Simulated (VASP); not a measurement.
# Ag (P6_3/mmc) in VASP: a series of runs

Runs on Ag. Level: r2SCAN. Tasks: single point.

Everything below comes from runs of VASP 6.6.1. Logs are shortened: lines on timing, memory, paths and dates and some standing lists are left out, and cuts for length are marked.

### Step 1. The cell of the first run

The structure is hexagonal, space group P6_3/mmc (No. 194). The conventional cell has a = 2.904 Å, b = 2.904 Å, c = 4.748 Å, α = 90.00°, β = 90.00°, γ = 120.00°. Ag (site symmetry -6m2) has 12 Ag at 2.90 to 2.91 Å within 3.8 Å.

This isn't the form of Ag at room conditions, which is fcc.

### Step 2. Single point, r2SCAN

The input, POSCAR:

```
Ag
1.0
    2.9036957658      0.0000000000      0.0000000000
   -1.4518478829      2.5146742980      0.0000000000
    0.0000000000      0.0000000000      4.7478463295
Ag
2
Direct
    0.3333333333      0.6666666667      0.2500000000
    0.6666666667      0.3333333333      0.7500000000
```

The input, INCAR.step1:

```
  ALGO = Normal
  EDIFF = 1E-4
  ENCUT = 520
  GGA = PE
  ISMEAR = 0
  LASPH = T
  LCHARG = F
  LREAL = F
  LWAVE = T
  NBANDS = 18
  NELM = 60
  PREC = Accurate
  SIGMA = 0.1
```

The input, INCAR.step2:

```
  ALGO = Normal
  EDIFF = 1E-7
  ENCUT = 520
  ISIF = 2
  ISMEAR = 0
  ISTART = 1
  LASPH = T
  LCHARG = F
  LMIXTAU = T
  LREAL = F
  LWAVE = F
  METAGGA = R2SCAN
  NBANDS = 18
  NELM = 60
  PREC = Accurate
  SIGMA = 0.1
```

The input, KPOINTS:

```
k-points
0
Gamma
  18 18 10
```

Potentials or basis: VASP PAW PBE potentials, release 64 (Ag).

Run with:

```bash
$ cat potpaw_PBE.64/Ag/POTCAR > POTCAR
$ cp INCAR.step1 INCAR
$ mpirun -np 1 vasp_std > vasp.out
$ cp INCAR.step2 INCAR
$ mpirun -np 1 vasp_std > vasp.out
```

OUTCAR:

```text
EDIFF = 1E-7
   ENCUT = 520
   ISIF = 2
   ISMEAR = 0
   ISTART = 1
   LASPH = T
   LREAL = F
   METAGGA = R2SCAN
   NELM = 60
   PREC = Accurate

 ion  position               nearest neighbor table
   1  0.333  0.667  0.250-   2 2.91   2 2.91   2 2.91   2 2.91   2 2.91   2 2.91
   2  0.667  0.333  0.750-   1 2.91   1 2.91   1 2.91   1 2.91   1 2.91   1 2.91

  LATTYP: Found a hexagonal cell.
 ALAT       =     2.9036957658
 C/A-ratio  =     1.6351046089

  Lattice vectors:

 A1 = (   2.9036957658,   0.0000000000,   0.0000000000)
 A2 = (  -1.4518478829,   2.5146742980,   0.0000000000)
 A3 = (   0.0000000000,   0.0000000000,   4.7478463295)

Analysis of symmetry for initial positions (statically):
=====================================================================
 Subroutine PRICEL returns:
 Original cell was already a primitive cell.

 Routine SETGRP: Setting up the symmetry group for a
 hexagonal supercell.

 Subroutine GETGRP returns: Found 24 space group operations
 (whereof 12 operations were pure point group operations)
 out of a pool of 24 trial point group operations.

The static configuration has the point symmetry D_3d.
 The point group associated with its full space group is D_6h.

Analysis of symmetry for dynamics (positions and initial velocities):
=====================================================================
 Subroutine PRICEL returns:
 Original cell was already a primitive cell.

 Routine SETGRP: Setting up the symmetry group for a
 hexagonal supercell.

 Subroutine GETGRP returns: Found 24 space group operations
 (whereof 12 operations were pure point group operations)
 out of a pool of 24 trial point group operations.

The dynamic configuration has the point symmetry D_3d.
 The point group associated with its full space group is D_6h.

 Subroutine INISYM returns: Found 24 space group operations
 (whereof 12 operations are pure point group operations),
 and found     1 'primitive' translations

----------------------------------------------------------------------------------------

                                     Primitive cell

  volume of cell :      34.6681

  direct lattice vectors                    reciprocal lattice vectors
     2.903695766  0.000000000  0.000000000     0.344388697  0.198832907  0.000000000
    -1.451847883  2.514674298  0.000000000     0.000000000  0.397665813  0.000000000
     0.000000000  0.000000000  4.747846329     0.000000000  0.000000000  0.210621813

  length of vectors
     2.903695766  2.903695766  4.747846329     0.397665813  0.397665813  0.210621813

  position of ions in fractional coordinates (direct lattice)
     0.333333333  0.666666667  0.250000000
     0.666666667  0.333333333  0.750000000

  ion indices of the primitive-cell ions
   primitive index   ion index
                 1           1
                 2           2

----------------------------------------------------------------------------------------

 KPOINTS: k-points

Automatic generation of k-mesh.
 Grid dimensions read from file:
 generate k-points for:   18   18   10

 Generating k-lattice:

  Cartesian coordinates                     Fractional coordinates (reciprocal lattice)
     0.019132705  0.011046273  0.000000000     0.055555556  0.000000000  0.000000000
     0.000000000  0.022092545  0.000000000     0.000000000  0.055555556  0.000000000
     0.000000000  0.000000000  0.021062181     0.000000000  0.000000000  0.100000000

  Length of vectors
     0.022092545  0.022092545  0.021062181

  Shift w.r.t. Gamma in fractional coordinates (k-lattice)
     0.000000000  0.000000000  0.000000000

 Subroutine IBZKPT returns following result:
 ===========================================

 Found    222 irreducible k-points:

 Following reciprocal coordinates:
            Coordinates               Weight
  0.000000  0.000000  0.000000      1.000000
  0.055556 -0.000000  0.000000      6.000000
  0.111111 -0.000000  0.000000      6.000000
  0.166667  0.000000  0.000000      6.000000
  0.222222  0.000000  0.000000      6.000000
  0.277778  0.000000  0.000000      6.000000
[... 16 lines left out ...]
  0.333333  0.111111  0.000000     12.000000
  0.388889  0.111111  0.000000     12.000000
 [... further k-points ...]
   k-points           NKPTS =    222   k-points in BZ     NKDIM =    222   number of bands    NBANDS=     18
   number of dos      NEDOS =    301   number of ions     NIONS =      2
   total plane-waves  NPLWV =  20736
   dimension x,y,z NGX =    24 NGY =   24 NGZ =   36
   dimension x,y,z NGXF=    48 NGYF=   48 NGZF=   72
   ions per type =               2
   NGX,Y,Z   is equivalent  to a cutoff of  13.74, 13.74, 12.61 a.u.
   NGXF,Y,Z  is equivalent  to a cutoff of  27.48, 27.48, 25.21 a.u.
 SYSTEM =  unknown system
   PREC   = accura    normal or accurate (medium, high low for compatibility)
   ISTART =      1    job   : 0-new  1-cont  2-samecut
   ICHARG =      0    charge: 1-file 2-atom 10-const
   ISPIN  =      1    spin polarized calculation?
   LNONCOLLINEAR =      F non collinear calculations
   LSORBIT =      F    spin-orbit coupling
   LASPH  =      T    aspherical Exc in radial PAW
   ENCUT  =  520.0 eV  38.22 Ry    6.18 a.u.   5.40  5.40  8.83*2*pi/ulx,y,z
   NELM   =     60;   NELMIN=  2; NELMDL=  0     # of ELM steps
   EDIFF  = 0.1E-06   stopping-criterion for ELM
   LREAL  =      F    real-space projection
   EDIFFG = 0.1E-05   stopping-criterion for IOM
   NSW    =      0    number of steps for IOM
   IBRION =     -1    ionic relax: 0-MD 1-quasi-New 2-CG
   NFREE  =      0    steps in history (QN), initial steepest desc. (CG)
   ISIF   =      2    stress and relaxation
   ISYM   =      2    0-nonsym 1-usesym 2-fastsym
   POTIM  = 0.5000    time-step for ionic-motion
   TEBEG  =    0.0;   TEEND  =   0.0 temperature during run
   PSTRESS=    0.0 pullay stress
   NELECT =      22.0000    total number of electrons
   NUPDOWN=      -1.0000    fix difference up-down
   EMIN   =  10.00;   EMAX   =-10.00  energy-range for DOS
   EFERMI =   0.00;   METHOD = LEGACY
   ISMEAR =     0;   SIGMA  =   0.10  broadening in eV -4-tet -1-fermi 0-gaus
   EFERMI_NEDOS =   21; number of points for ismear=-14 and -15
   IALGO  =     38    algorithm
   IMIX   =      4    mixing-type and parameters
     AMIX     =   0.40;   BMIX     =  1.00
     AMIX_MAG =   1.60;   BMIX_MAG =  1.00
  volume/ion in A,a.u.               =      17.33       116.98
  Fermi-wavevector in a.u.,A,eV,Ry     =   1.406822  2.658509 26.927954  1.979149
  Thomas-Fermi vector in A             =   2.529144
   LORBIT       =      0    0 simple, 1 ext, 2 COOP (PROOUT), +10 PAW based schemes
   METAGGA = R2SCAN    functional components
   LHFCALC =     F    Hartree Fock is set to
   AEXX    =    0.0000 exact exchange contribution
   IVDW    =     0    specifies the selected vdW correction
   LEPSILON=     F    determine dielectric tensor
   LRPA    =     F    only Hartree local field effects (RPA)
 non-spin polarized calculation
 Gauss-broadening in eV      SIGMA  =   0.10
  energy-cutoff  :      520.00
  volume of cell :       34.67
 maximum number of plane-waves:       966
 NGX is ok and might be reduce to    24
   NGX = 11   NGY = 11   NGZ = 17

 number of electron      22.0000006 magnetization

 Free energy of the ion-electron system (eV)
  ---------------------------------------------------
  ext. energy  EPLUGINS =         0.00000000
  ---------------------------------------------------
  free energy    TOTEN  =       -42.70608338 eV

  energy without entropy =      -42.70226148  energy(sigma->0) =      -42.70417243

 E-fermi :   8.1958     XC(G=0): -12.8506

 val. band max:        8.1653089750   @ k =   0.0556  -0.0000   0.0000
 cond. band min:       8.1997093682   @ k =   0.4444   0.0556   0.2000
 fundamental gap:      0.0344003932
 Fermi energy:         8.1958431779

 k-point     1 :       0.0000    0.0000    0.0000
  band No.  band energies     occupation
      1       0.3738      2.00000
      2       1.5801      2.00000
      3       3.1178      2.00000
      4       3.2152      2.00000
      5       3.2152      2.00000
      6       3.4500      2.00000
[... 10 lines left out ...]
     17      27.0255      0.00000
     18      27.0255      0.00000

 k-point     2 :       0.0556   -0.0000    0.0000
  band No.  band energies     occupation
      1       0.4616      2.00000
      2       1.6301      2.00000
      3       3.0578      2.00000
      4       3.2609      2.00000
      5       3.2722      2.00000
      6       3.4327      2.00000
[... 10 lines left out ...]
     17      26.4842      0.00000
     18      27.3300      0.00000

 k-point     3 :       0.1111   -0.0000    0.0000
  band No.  band energies     occupation
      1       0.7165      2.00000
      2       1.7658      2.00000
      3       2.9537      2.00000
      4       3.3403      2.00000
      5       3.3944      2.00000
      6       3.4325      2.00000
[... 10 lines left out ...]
     17      26.6996      0.00000
     18      27.7726      0.00000

 k-point     4 :       0.1667    0.0000    0.0000
  band No.  band energies     occupation
      1       1.1069      2.00000
      2       1.9351      2.00000
      3       2.8636      2.00000
      4       3.2969      2.00000
      5       3.3521      2.00000
      6       3.5949      2.00000
[... 10 lines left out ...]
     17      26.4063      0.00000
     18      26.9248      0.00000

 k-point     5 :       0.2222    0.0000    0.0000
  band No.  band energies     occupation
      1       1.5474      2.00000
      2       2.0332      2.00000
      3       2.8894      2.00000
      4       3.0024      2.00000
      5       3.2740      2.00000
      6       3.4790      2.00000
[... 10 lines left out ...]
     17      24.9492      0.00000
     18      26.7100      0.00000

 k-point     6 :       0.2778    0.0000    0.0000
  band No.  band energies     occupation
      1       1.8495      2.00000
      2       2.0154      2.00000
      3       2.6569      2.00000
      4       3.1275      2.00000
      5       3.3341      2.00000
      6       3.3650      2.00000
[... 10 lines left out ...]
     17      23.9366      0.00000
     18      25.7265      0.00000

 k-point     7 :       0.3333    0.0000    0.0000
  band No.  band energies     occupation
      1       1.8254      2.00000
      2       2.0413      2.00000
      3       2.3652      2.00000
      4       3.2646      2.00000
      5       3.4129      2.00000
      6       3.5459      2.00000
[... 10 lines left out ...]
     17      22.0295      0.00000
     18      25.5319      0.00000

 k-point     8 :       0.3889    0.0000    0.0000
  band No.  band energies     occupation
      1       1.7179      2.00000
      2       2.0323      2.00000
      3       2.1482      2.00000
      4       3.1866      2.00000
      5       3.5272      2.00000
      6       3.5459      2.00000
[... 10 lines left out ...]
     17      20.5360      0.00000
     18      25.0444      0.00000
[... 229 lines left out ...]
     17      26.6676      0.00000
     18      26.7450      0.00000

 k-point    20 :       0.1667    0.1111    0.0000
  band No.  band energies     occupation
      1       1.7650      2.00000
      2       2.1722      2.00000
      3       2.6952      2.00000
      4       2.9309      2.00000
      5       3.2947      2.00000
      6       3.3209      2.00000
[... 10 lines left out ...]
     17      25.9763      0.00000
     18      25.9991      0.00000

 k-point    21 :       0.2222    0.1111    0.0000
  band No.  band energies     occupation
      1       2.0788      2.00000
      2       2.1515      2.00000
      3       2.6158      2.00000
      4       2.8644      2.00000
      5       3.2246      2.00000
      6       3.3492      2.00000
[... 10 lines left out ...]
     17      24.1722      0.00000
     18      25.1999      0.00000

 k-point    22 :       0.2778    0.1111    0.0000
  band No.  band energies     occupation
      1       2.0126      2.00000
      2       2.1983      2.00000
      3       2.3499      2.00000
      4       3.1545      2.00000
      5       3.2167      2.00000
      6       3.4686      2.00000
[... 10 lines left out ...]
     17      22.2194      0.00000
     18      24.5663      0.00000

 k-point    23 :       0.3333    0.1111    0.0000
  band No.  band energies     occupation
      1       1.8936      2.00000
      2       2.1517      2.00000
      3       2.1906      2.00000
      4       3.1123      2.00000
      5       3.5222      2.00000
      6       3.5313      2.00000
[... 10 lines left out ...]
     17      20.6959      0.00000
     18      24.1092      0.00000

 k-point    24 :       0.3889    0.1111    0.0000
  band No.  band energies     occupation
      1       1.8125      2.00000
      2       2.0300      2.00000
      3       2.1630      2.00000
      4       3.0941      2.00000
      5       3.4528      2.00000
      6       3.6482      2.00000
[... 10 lines left out ...]
     17      19.5302      0.00000
     18      23.8337      0.00000

 [... further k-points ...]

------------------------ aborting loop because EDIFF is reached ----------------------------------------

  FORCE on cell =-STRESS in cart. coord.  units (eV):
  Direction    XX          YY          ZZ          XY          YZ          ZX
  --------------------------------------------------------------------------------------
  -------------------------------------------------------------------------------------
  Total        0.0238316      0.0238316      0.0254252      0.0000000     -0.0000000      0.0000000
  in kB        1.1013720      1.1013720      1.1750221      0.0000000     -0.0000000      0.0000000
  external PRESSURE =       1.1259220 kB  Pullay stress =       0.0000000 kB

 VOLUME and BASIS-vectors are now :
 -----------------------------------------------------------------------------
  energy-cutoff  :      520.00
  volume of cell :       34.67
      direct lattice vectors                 reciprocal lattice vectors
     2.903695766  0.000000000  0.000000000     0.344388697  0.198832907  0.000000000
    -1.451847883  2.514674298  0.000000000     0.000000000  0.397665813  0.000000000
     0.000000000  0.000000000  4.747846329     0.000000000  0.000000000  0.210621813

 POSITION                                       TOTAL-FORCE (eV/Angst)
 -----------------------------------------------------------------------------------
     -0.00000      1.67645      1.18696         0.000000     -0.000000      0.000000
      1.45185      0.83822      3.56088        -0.000000      0.000000      0.000000
 -----------------------------------------------------------------------------------
    total drift:                               -0.000000      0.000000     -0.000000

  FREE ENERGIE OF THE ION-ELECTRON SYSTEM (eV)
  ---------------------------------------------------
  free  energy   TOTEN  =       -42.7060833765 eV

  energy  without entropy=      -42.7022614797  energy(sigma->0) =      -42.70417243
```

Run time: 5 min. Hardware: 1 thread of Intel Xeon Platinum 8375C at 2.90GHz (Ice Lake), shared host; peak memory 0.25 GiB.

Results:

```
Free energy            : -42.7061 eV
Pressure               : 0.1 GPa
Band gap on the k mesh : zero (bands 11 and 12 overlap by 7.93 eV)
```

Caveat: the PAW data sets were made with another functional, which shifts forces and pressure a little.

### Step 3. Single point, r2SCAN

POSCAR is that of step 2.

The input, INCAR.step1:

```
ALGO = Normal
EDIFF = 1E-4
ENCUT = 520
GGA = PE
ISMEAR = 0
LASPH = T
LCHARG = F
LREAL = F
LWAVE = T
NBANDS = 18
NELM = 60
PREC = Accurate
SIGMA = 0.15
```

The input, INCAR.step2:

```
ALGO = Normal
EDIFF = 1E-6
ENCUT = 520
ISIF = 2
ISMEAR = 0
ISTART = 1
LASPH = T
LCHARG = F
LMIXTAU = T
LREAL = F
LWAVE = F
METAGGA = R2SCAN
NBANDS = 18
NELM = 60
PREC = Accurate
SIGMA = 0.15
```

The input, KPOINTS:

```
k-points
0
Gamma
  24 24 14
```

Potentials or basis: VASP PAW PBE potentials, release 64 (Ag).

Run with:

```bash
$ cat potpaw_PBE.64/Ag/POTCAR > POTCAR
$ cp INCAR.step1 INCAR
$ mpirun -np 1 vasp_std > vasp.out
$ cp INCAR.step2 INCAR
$ mpirun -np 1 vasp_std > vasp.out
```

Wall time 8.6 min (1 thread of Intel Xeon Platinum 8375C at 2.90GHz (Ice Lake), shared host); peak memory 0.36 GiB.

Results (log left out):

| Property | Result |
| --- | --- |
| Free energy | -42.7101 eV |
| Pressure | 0.0 GPa |
| Band gap on the k mesh | zero (bands 11 and 12 overlap by 7.93 eV) |

Stress tensor (GPa, compression positive):
```
-0.14  0.00  0.00
 0.00 -0.14  0.00
 0.00  0.00  0.39
```

Levels at points of the mesh, in eV from the Fermi level:
| k point | band 9 | band 10 | band 11 | band 12 | band 13 | band 14 |
| --- | --- | --- | --- | --- | --- | --- |
| (0.00, 0.00, 0.00) | -4.46 | -3.46 | -3.46 | -0.34 | 3.54 | 16.20 |
| (0.50, 0.00, 0.00) | -3.27 | -3.19 | 0.08 | 1.50 | 7.06 | 7.31 |
| (0.00, 0.00, 0.50) | -3.77 | -3.77 | -3.77 | -3.77 | 11.35 | 11.35 |
| (0.50, 0.00, 0.50) | -3.24 | -3.24 | 0.82 | 0.82 | 4.60 | 4.60 |

Caveat: the PAW data sets were made with another functional, which shifts forces and pressure a little.

### Step 4. Single point, r2SCAN

POSCAR is that of step 3.

The input, INCAR.step1:

```
SYSTEM = Ag
PREC = Accurate
ENCUT = 520
ISMEAR = 0
SIGMA = 0.15
LREAL = .FALSE.
LASPH = .TRUE.
NELM = 100
NBANDS = 18
GGA = PE
ALGO = Normal
EDIFF = 1E-4
LWAVE = .TRUE.
LCHARG = .FALSE.
```

The input, INCAR.step2:

```
SYSTEM = Ag
PREC = Accurate
ENCUT = 520
EDIFF = 1E-6
ISMEAR = 0
SIGMA = 0.15
LREAL = .FALSE.
LASPH = .TRUE.
NELM = 100
ALGO = Normal
ISIF = 2
LWAVE = .FALSE.
LCHARG = .FALSE.
METAGGA = R2SCAN
LMIXTAU = .TRUE.
NBANDS = 18
ISTART = 1
```

The input, KPOINTS:

```
regular mesh
0
G
  24 24 14
  0 0 0
```

Run with:

```bash
$ cat potpaw_PBE.64/Ag/POTCAR > POTCAR
$ cp INCAR.step1 INCAR
$ mpirun -np 1 vasp_std > vasp.out
$ cp INCAR.step2 INCAR
$ mpirun -np 1 vasp_std > vasp.out
```

Wall time 8.2 min (1 thread of Intel Xeon Platinum 8375C at 2.90GHz (Ice Lake), shared host); peak memory 0.36 GiB.

It converged, with:

| Property | Result |
| --- | --- |
| Free energy | -42.7101 eV |
| Pressure | 0.0 GPa |
| Band gap on the k mesh | zero (bands 11 and 12 overlap by 7.93 eV) |

Stress tensor (GPa, compression positive):
```
-0.14  0.00  0.00
 0.00 -0.14  0.00
 0.00  0.00  0.39
```

Levels at points of the mesh, in eV from the Fermi level:
```
           k point  band 8  band 9  band 10  band 11  band 12  band 13  band 14  band 15
(0.00, 0.00, 0.00)   -4.46   -4.46    -3.46    -3.46    -0.34     3.54    16.20    18.14
(0.50, 0.00, 0.00)   -3.33   -3.27    -3.19     0.08     1.50     7.06     7.31     9.56
(0.00, 0.00, 0.50)   -4.77   -3.77    -3.77    -3.77    -3.77    11.35    11.35    16.57
(0.50, 0.00, 0.50)   -3.49   -3.24    -3.24     0.82     0.82     4.60     4.60    13.99
```

Caveat: the PAW data sets were made with another functional, which shifts forces and pressure a little.

The gap in the log of VASP goes by the Fermi energy; the results here count the filled bands.